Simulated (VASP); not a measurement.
# Se (P2_12_12) in VASP: relaxation of cell and atoms with PBEsol

Aim: the relaxation of cell and atoms of Se with PBEsol.

Everything below comes from runs of VASP 6.6.1. Logs are shortened: lines on timing, memory, paths and dates and some standing lists are left out, and cuts for length are marked.

## Step 1: The cell of the first run

It takes space group P2_12_12 (No. 18, orthorhombic). Conventional cell: a = 4.868 Å, b = 7.909 Å, c = 2.740 Å, α = 90.00°, β = 90.00°, γ = 90.00°. Within 3.0 Å of Se (site symmetry 1) lie 3 Se at 2.31 to 2.74 Å.

## Step 2: Relaxation of cell and atoms, PBEsol

The input, INCAR:

```
SYSTEM = Se
ALGO = Normal
EDIFF = 1E-7
EDIFFG = -0.04
ENCUT = 600
GGA = PS
IBRION = 2
ISIF = 3
ISMEAR = 0
LASPH = .True.
LCHARG = .False.
LREAL = .False.
LWAVE = .False.
NELM = 80
NSW = 90
PREC = Accurate
SIGMA = 0.1
```

The input, KPOINTS:

```
k-points
0
Gamma
  4 2 6
  0 0 0
```

The input, POSCAR:

```
Se
1.0
    4.8681583976      0.0000000000      0.0000000000
    0.0000000000      7.9093295400      0.0000000000
    0.0000000000      0.0000000000      2.7402019956
Se
4
Direct
    0.6740806000      0.4010458100      0.2638364000
    0.8259194000      0.9010458100      0.7361636000
    0.3259194000      0.5989541900      0.2638364000
    0.1740806000      0.0989541900      0.7361636000
```

Potentials or basis: VASP PAW PBE potentials, release 64 (Se).

Command:

```bash
$ cat potpaw_PBE.64/Se/POTCAR > POTCAR
$ mpirun -np 1 vasp_std > vasp.out
```

OUTCAR:

```text
SYSTEM = Se
   EDIFF = 1E-7
   EDIFFG = -0.04
   ENCUT = 600
   GGA = PS
   IBRION = 2
   ISIF = 3
   ISMEAR = 0
   LASPH = .True.
   LREAL = .False.
   NELM = 80
   NSW = 90
   PREC = Accurate

 ion  position               nearest neighbor table
   1  0.674  0.401  0.264-   3 2.31
   2  0.826  0.901  0.736-   4 2.31
   3  0.326  0.599  0.264-   1 2.31
   4  0.174  0.099  0.736-   2 2.31

  LATTYP: Found a simple orthorhombic cell.
 ALAT       =     2.7402019956
 B/A-ratio  =     1.7765691746
 C/A-ratio  =     2.8864038318

  Lattice vectors:

 A1 = (   0.0000000000,   0.0000000000,   2.7402019956)
 A2 = (   4.8681583976,   0.0000000000,   0.0000000000)
 A3 = (   0.0000000000,   7.9093295400,   0.0000000000)

Analysis of symmetry for initial positions (statically):
=====================================================================
 Subroutine PRICEL returns:
 Original cell was already a primitive cell.

 Routine SETGRP: Setting up the symmetry group for a
 simple orthorhombic supercell.

 Subroutine GETGRP returns: Found  4 space group operations
 (whereof  2 operations were pure point group operations)
 out of a pool of  8 trial point group operations.

The static configuration has the point symmetry C_2 .
 The point group associated with its full space group is D_2 .

Analysis of symmetry for dynamics (positions and initial velocities):
=====================================================================
 Subroutine PRICEL returns:
 Original cell was already a primitive cell.

 Routine SETGRP: Setting up the symmetry group for a
 simple orthorhombic supercell.

 Subroutine GETGRP returns: Found  4 space group operations
 (whereof  2 operations were pure point group operations)
 out of a pool of  8 trial point group operations.

The dynamic configuration has the point symmetry C_2 .
 The point group associated with its full space group is D_2 .

 Subroutine INISYM returns: Found  4 space group operations
 (whereof  2 operations are pure point group operations),
 and found     1 'primitive' translations

----------------------------------------------------------------------------------------

                                     Primitive cell

  volume of cell :     105.5084

  direct lattice vectors                    reciprocal lattice vectors
     4.868158398  0.000000000  0.000000000     0.205416488  0.000000000  0.000000000
     0.000000000  7.909329540  0.000000000     0.000000000  0.126432967  0.000000000
     0.000000000  0.000000000  2.740201996     0.000000000  0.000000000  0.364936600

  length of vectors
     4.868158398  7.909329540  2.740201996     0.205416488  0.126432967  0.364936600

  position of ions in fractional coordinates (direct lattice)
     0.674080600  0.401045810  0.263836400
     0.825919400  0.901045810  0.736163600
     0.325919400  0.598954190  0.263836400
     0.174080600  0.098954190  0.736163600

  ion indices of the primitive-cell ions
   primitive index   ion index
                 1           1
                 2           2
                 3           3
                 4           4

----------------------------------------------------------------------------------------

 KPOINTS: k-points

Automatic generation of k-mesh.
 Grid dimensions read from file:
 generate k-points for:    4    2    6

 Generating k-lattice:

  Cartesian coordinates                     Fractional coordinates (reciprocal lattice)
     0.051354122  0.000000000  0.000000000     0.250000000  0.000000000  0.000000000
     0.000000000  0.063216483  0.000000000     0.000000000  0.500000000  0.000000000
     0.000000000  0.000000000  0.060822767     0.000000000  0.000000000  0.166666667

  Length of vectors
     0.051354122  0.063216483  0.060822767

  Shift w.r.t. Gamma in fractional coordinates (k-lattice)
     0.000000000  0.000000000  0.000000000

 Subroutine IBZKPT returns following result:
 ===========================================

 Found     24 irreducible k-points:

 Following reciprocal coordinates:
            Coordinates               Weight
  0.000000  0.000000  0.000000      1.000000
  0.250000  0.000000  0.000000      2.000000
  0.500000  0.000000  0.000000      1.000000
  0.000000  0.500000  0.000000      1.000000
  0.250000  0.500000  0.000000      2.000000
  0.500000  0.500000  0.000000      1.000000
[... 16 lines left out ...]
  0.250000  0.500000  0.500000      2.000000
  0.500000  0.500000  0.500000      1.000000
   k-points           NKPTS =     24   k-points in BZ     NKDIM =     24   number of bands    NBANDS=     16
   number of dos      NEDOS =    301   number of ions     NIONS =      4
   total plane-waves  NPLWV =  61440
   dimension x,y,z NGX =    40 NGY =   64 NGZ =   24
   dimension x,y,z NGXF=    80 NGYF=  128 NGZF=   48
   ions per type =               4
   NGX,Y,Z   is equivalent  to a cutoff of  13.66, 13.45, 14.56 a.u.
   NGXF,Y,Z  is equivalent  to a cutoff of  27.32, 26.90, 29.12 a.u.
 SYSTEM =  Se
   PREC   = accura    normal or accurate (medium, high low for compatibility)
   ISTART =      0    job   : 0-new  1-cont  2-samecut
   ICHARG =      2    charge: 1-file 2-atom 10-const
   ISPIN  =      1    spin polarized calculation?
   LNONCOLLINEAR =      F non collinear calculations
   LSORBIT =      F    spin-orbit coupling
   LASPH  =      T    aspherical Exc in radial PAW
   ENCUT  =  600.0 eV  44.10 Ry    6.64 a.u.   9.72 15.80  5.47*2*pi/ulx,y,z
   NELM   =     80;   NELMIN=  2; NELMDL= -5     # of ELM steps
   EDIFF  = 0.1E-06   stopping-criterion for ELM
   LREAL  =      F    real-space projection
   EDIFFG = -.4E-01   stopping-criterion for IOM
   NSW    =     90    number of steps for IOM
   IBRION =      2    ionic relax: 0-MD 1-quasi-New 2-CG
   NFREE  =      1    steps in history (QN), initial steepest desc. (CG)
   ISIF   =      3    stress and relaxation
   ISYM   =      2    0-nonsym 1-usesym 2-fastsym
   POTIM  = 0.5000    time-step for ionic-motion
   TEBEG  =    0.0;   TEEND  =   0.0 temperature during run
   PSTRESS=    0.0 pullay stress
   NELECT =      24.0000    total number of electrons
   NUPDOWN=      -1.0000    fix difference up-down
   EMIN   =  10.00;   EMAX   =-10.00  energy-range for DOS
   EFERMI =   0.00;   METHOD = LEGACY
   ISMEAR =     0;   SIGMA  =   0.10  broadening in eV -4-tet -1-fermi 0-gaus
   EFERMI_NEDOS =   21; number of points for ismear=-14 and -15
   IALGO  =     38    algorithm
   IMIX   =      4    mixing-type and parameters
     AMIX     =   0.40;   BMIX     =  1.00
     AMIX_MAG =   1.60;   BMIX_MAG =  1.00
  volume/ion in A,a.u.               =      26.38       178.00
  Fermi-wavevector in a.u.,A,eV,Ry     =   0.999347  1.888492 13.588059  0.998694
  Thomas-Fermi vector in A             =   2.131631
   LORBIT       =      0    0 simple, 1 ext, 2 COOP (PROOUT), +10 PAW based schemes
   GGA     = PS    functional components
   LHFCALC =     F    Hartree Fock is set to
   AEXX    =    0.0000 exact exchange contribution
   IVDW    =     0    specifies the selected vdW correction
   LEPSILON=     F    determine dielectric tensor
   LRPA    =     F    only Hartree local field effects (RPA)
 conjugate gradient relaxation of ions
 non-spin polarized calculation
 Gauss-broadening in eV      SIGMA  =   0.10
  energy-cutoff  :      600.00
  volume of cell :      105.51
 maximum number of plane-waves:      3568
 NGX is ok and might be reduce to    40
   NGX = 19   NGY = 31   NGZ = 11

--------------------------------------- Ionic step        1  -------------------------------------------

 number of electron      24.0000001 magnetization

 Free energy of the ion-electron system (eV)
  ---------------------------------------------------
  ext. energy  EPLUGINS =         0.00000000
  ---------------------------------------------------
  free energy    TOTEN  =       -14.82164917 eV

  energy without entropy =      -14.80168879  energy(sigma->0) =      -14.81166898

------------------------ aborting loop because EDIFF is reached ----------------------------------------

  FORCE on cell =-STRESS in cart. coord.  units (eV):
  Direction    XX          YY          ZZ          XY          YZ          ZX
  --------------------------------------------------------------------------------------
  -------------------------------------------------------------------------------------
  Total       -2.6099610     -2.3313216      3.2675176      0.0000000      0.0000000      0.0000000
  in kB      -39.6330638    -35.4018391     49.6182636      0.0000000      0.0000000      0.0000000
  external PRESSURE =      -8.4722131 kB  Pullay stress =       0.0000000 kB
[... 95 lines left out ...]
  FREE ENERGIE OF THE ION-ELECTRON SYSTEM (eV)
  ---------------------------------------------------
  free  energy   TOTEN  =       -14.9064590261 eV

  energy  without entropy=      -14.8863283137  energy(sigma->0) =      -14.89639367

[... ionic steps 4 to 10 ...]

--------------------------------------- Ionic step       11  -------------------------------------------

 number of electron      23.9999999 magnetization

------------------------ aborting loop because EDIFF is reached ----------------------------------------

  FORCE on cell =-STRESS in cart. coord.  units (eV):
  Direction    XX          YY          ZZ          XY          YZ          ZX
  --------------------------------------------------------------------------------------
  -------------------------------------------------------------------------------------
  Total       -0.0731431     -0.2888015      0.0186532      0.0000000      0.0000000      0.0000000
  in kB       -1.2442640     -4.9129055      0.3173169      0.0000000      0.0000000      0.0000000
  external PRESSURE =      -1.9466175 kB  Pullay stress =       0.0000000 kB
[... 61 lines left out ...]
  energy  without entropy=      -15.0026933293  energy(sigma->0) =      -15.00566834

--------------------------------------- Ionic step       13  -------------------------------------------

 number of electron      23.9999999 magnetization

 Free energy of the ion-electron system (eV)
  ---------------------------------------------------
  ext. energy  EPLUGINS =         0.00000000
  ---------------------------------------------------
  free energy    TOTEN  =       -15.00910024 eV

  energy without entropy =      -15.00317506  energy(sigma->0) =      -15.00613765

 E-fermi :   3.9973     XC(G=0):  -9.8425

 val. band max:        3.9947550737   @ k =   0.2500   0.0000   0.3333
 cond. band min:       4.1334450818   @ k =   0.5000   0.5000   0.0000
 fundamental gap:      0.1386900081
 Fermi energy:         3.9973254908

 k-point     1 :       0.0000    0.0000    0.0000
  band No.  band energies     occupation
      1     -12.2947      2.00000
      2     -11.5211      2.00000
      3      -8.9714      2.00000
      4      -7.7873      2.00000
      5      -1.4214      2.00000
      6      -1.4197      2.00000
[... 8 lines left out ...]
     15       7.7829      0.00000
     16       8.3484      0.00000
[... 466 lines left out ...]
  FREE ENERGIE OF THE ION-ELECTRON SYSTEM (eV)
  ---------------------------------------------------
  free  energy   TOTEN  =       -15.0091002403 eV

  energy  without entropy=      -15.0031750619  energy(sigma->0) =      -15.00613765

 reached required accuracy - stopping structural energy minimisation
```

It took 3.1 min on 1 thread of Intel Xeon 6975P-C (Granite Rapids), shared host; peak memory 0.26 GiB.

What came out:

```
Free energy                           : -15.0091 eV
Relaxed volume                        : 23.51 Å³/atom
Relaxed cell                          : a = 4.465 Å, b = 7.495 Å, c = 2.810 Å, α = 90.00°, β = 90.00°, γ = 90.00°
Space group after relaxing (to 0.1 Å) : P2_12_12 (No. 18)
Energy gained by relaxing             : 46.9 meV/atom
Ionic steps                           : 13
Pressure after relaxing               : 0.0 GPa
Largest force after relaxing          : 0.025 eV/Å
Band gap on the k mesh                : zero (bands 12 and 13 overlap by 3.38 eV)
```

Forces in eV/Å, atoms in the order of the input:
```
Se   0.018  0.016  0.006
Se  -0.018  0.016 -0.006
Se  -0.018 -0.016  0.006
Se   0.018 -0.016 -0.006
```

Step by step:
```tsv
step	energy change (eV)	largest force (eV/Å)	pressure (GPa)	volume (Å³)
1	0.0000	0.5991	-0.85	105.51
2	0.0294	1.6941	1.93	103.23
3	-0.0848	0.3531	0.01	104.45
4	-0.1069	0.1997	-1.04	104.32
5	-0.1129	0.0853	-1.75	104.21
6	-0.1262	0.0929	-1.64	103.05
7	-0.1592	0.1287	-1.19	99.63
8	-0.1701	0.2123	0.52	92.94
9	-0.1779	0.1883	-0.37	95.88
10	-0.1783	0.1940	-0.21	95.29
11	-0.1868	0.0724	-0.19	94.18
12	-0.1870	0.0455	-0.20	94.32
13	-0.1875	0.0247	0.04	94.04
```

Final structure:
```cif
data_structure
_symmetry_space_group_name_H-M 'P 1'
_symmetry_Int_Tables_number 1
_cell_length_a 4.4655
_cell_length_b 7.4954
_cell_length_c 2.8096
_cell_angle_alpha 90.000
_cell_angle_beta 90.000
_cell_angle_gamma 90.000
_cell_volume 94.04
loop_
_atom_site_label
_atom_site_type_symbol
_atom_site_fract_x
_atom_site_fract_y
_atom_site_fract_z
_atom_site_occupancy
Se1 Se 0.68643 0.39523 0.26438 1
Se2 Se 0.81357 0.89523 0.73562 1
Se3 Se 0.31357 0.60477 0.26438 1
Se4 Se 0.18643 0.10477 0.73562 1
```

Levels at points of the mesh, in eV from the Fermi level:
```csv
k point,band 10,band 11,band 12,band 13,band 14,band 15
"(0.00, 0.00, 0.00)",-2.17,1.41,1.66,2.06,2.44,3.79
"(0.50, 0.00, 0.00)",-0.99,1.97,1.97,2.62,2.62,3.82
"(0.00, 0.50, 0.00)",-2.22,1.17,1.17,1.69,1.69,4.19
"(0.50, 0.50, 0.00)",0.14,1.98,1.98,2.42,2.42,3.81
"(0.00, 0.00, 0.50)",-3.45,-1.14,-1.06,-0.66,-0.63,2.66
"(0.50, 0.00, 0.50)",-3.51,-2.89,-2.89,1.37,1.37,3.40
"(0.00, 0.50, 0.50)",-3.20,-1.25,-1.25,-0.66,-0.66,2.95
"(0.50, 0.50, 0.50)",-3.36,-2.45,-2.45,0.96,0.96,2.46
```

Caveat: the k points lie up to 0.42 Å⁻¹ apart in the final cell, too coarse for converged energies and pressures of a metal; the PAW data sets were made with another functional, which shifts forces and pressure a little.

The gap in the log of VASP goes by the Fermi energy; the results here count the filled bands.